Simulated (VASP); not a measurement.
A run of VASP 6.6.1 is set up as follows.

File POSCAR:

```
SnTe
1.0
    3.9047000000      0.0000000000      0.0000000000
    0.0000000000      3.9047000000      0.0000000000
    0.0000000000      0.0000000000      3.9047000000
Te Sn
1 1
Direct
    0.5000000000      0.5000000000      0.5000000000
    0.0000000000      0.0000000000      0.0000000000
```

INCAR.step1

```
SYSTEM = SnTe
ALGO = Normal
EDIFF = 1E-5
ENCUT = 600
GGA = PE
ISMEAR = -1
LASPH = .TRUE.
LCHARG = .FALSE.
LREAL = .FALSE.
LWAVE = .TRUE.
NBANDS = 17
NELM = 100
PREC = Accurate
SIGMA = 0.05
```

Contents of INCAR.step2:

```
SYSTEM = SnTe
ALGO = Normal
EDIFF = 1E-7
EDIFFG = -0.01
ENCUT = 600
GGA = PE
HFSCREEN = 0.2079
IBRION = 2
ISIF = 3
ISMEAR = -1
ISTART = 1
LASPH = .TRUE.
LCHARG = .FALSE.
LHFCALC = .TRUE.
LREAL = .FALSE.
LWAVE = .FALSE.
NELM = 100
NSW = 60
PREC = Accurate
PRECFOCK = Normal
SIGMA = 0.05
```

File KPOINTS:

```
k-points
0
G
  4 4 4
  0 0 0
```

Potentials or basis: VASP PAW PBE potentials, release 64 (Te, Sn_d).

Launch:

```console
$ cat potpaw_PBE.64/Te/POTCAR potpaw_PBE.64/Sn_d/POTCAR > POTCAR
$ cp INCAR.step1 INCAR
$ mpirun -np 1 vasp_std > vasp.out
$ cp INCAR.step2 INCAR
$ mpirun -np 1 vasp_std > vasp.out
```

Predict the relaxed cell.

a = 3.869 Å, b = 3.869 Å, c = 3.869 Å, α = 90.00°, β = 90.00°, γ = 90.00°.

Estimate the relaxed volume.

28.95 Å³/atom.

Estimate the space group after relaxing (to 0.1 Å).

Pm-3m (No. 221).

Predict the band gap on the k mesh.

zero (bands 10 and 11 overlap by 1.69 eV).

Step by step:
| step | energy change (eV) | largest force (eV/Å) | pressure (GPa) | volume (Å³) |
| --- | --- | --- | --- | --- |
| 1 | 0.0000 | 0.0000 | -0.90 | 59.53 |
| 2 | -0.0050 | 0.0000 | -0.15 | 58.11 |
| 3 | -0.0051 | 0.0000 | -0.01 | 57.91 |

Caveat: the k points lie up to 0.41 Å⁻¹ apart in the final cell, too coarse for converged energies and pressures of a metal; the PAW data sets were made with another functional, which shifts forces and pressure a little; spin-orbit coupling is left out, which moves the levels of the heavy elements.
